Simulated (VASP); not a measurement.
Here is a VASP 6.6.1 calculation.

The input INCAR:

```
SYSTEM = Pt
ALGO = Normal
EDIFF = 1E-6
ENCUT = 520
GGA = RE
ISIF = 2
ISMEAR = -1
LASPH = .True.
LCHARG = .True.
LELF = .True.
LREAL = .False.
LVHAR = .True.
LWAVE = .False.
NBANDS = 28
NELM = 60
PREC = Accurate
SIGMA = 0.1
```

Contents of KPOINTS:

```
k-points
0
Gamma
  15 15 4
  0 0 0
```

The input POSCAR:

```
Pt
1.0
    2.7252996882      0.0000000000      0.0000000000
   -1.3626498441      2.3601787629      0.0000000000
    0.0000000000      0.0000000000      9.1020644042
Pt
4
Direct
    1.0000000000      1.0000000000      0.0000000000
    1.0000000000      1.0000000000      0.5000000000
    0.3333333333      0.6666666667      0.2500000000
    0.6666666667      0.3333333333      0.7500000000
```

Potentials or basis: VASP PAW PBE potentials, release 64 (Pt).

Command:

```console
$ cat potpaw_PBE.64/Pt/POTCAR > POTCAR
$ mpirun -np 1 vasp_std > vasp.out
```

Problem. What does it give for the band gap on the k mesh?

Solution. Zero (band 20 reaches 12.32 eV, above the bottom of band 21 at 10.89 eV).

Problem. Estimate the pressure.

Solution. 23.5 GPa.

Stress tensor (GPa, compression positive):
```
23.70  0.00  0.00
 0.00 23.70  0.00
 0.00  0.00 23.10
```

Caveat: the PAW data sets were made with another functional, which shifts forces and pressure a little; spin-orbit coupling is left out, which moves the levels of the heavy elements.
